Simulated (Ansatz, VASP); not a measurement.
## Sc in VASP and in Ansatz

```
Sc
1.0
    -0.04541    2.24779    2.24779
     2.24779   -0.04541    2.24779
     2.24779    2.24779   -0.04541
Sc
1
Direct
  0.00000 0.00000 0.00000
```

Change from the starting cell: equal xy, yz and zx shear strains of -2 %, crystal datasets.

Alike in both runs: task electric field gradients; functional PBEsol; k mesh 12 × 12 × 12; occupations fermi-dirac, width 0.03 eV; no spin polarisation.

```csv
,VASP,Ansatz
version,VASP 6.6.1,Ansatz 0.2.0
potentials or method,"VASP PAW PBE potentials, release 64 (Sc_sv), cutoff 520 eV","all-electron PAW with datasets made for the crystal, scalar-relativistic"
```

Ansatz gave:

| Item | Value |
| --- | --- |
| pressure (GPa) | 0.5 |
| traceless stress, the component that is largest in VASP (GPa) | 0.72 |
| size of Vzz on the site where it differs most (V/Å²) | 8.7 |

Task: What did VASP give for the same quantities?

Result: Pressure (GPa): 0.5; traceless stress, the component that is largest in VASP (GPa): 0.72; size of Vzz on the site where it differs most (V/Å²): 9.0.

VASP's potentials were made for PBE, not for PBEsol. Ansatz ran all-electron here, and VASP with PAW potentials.
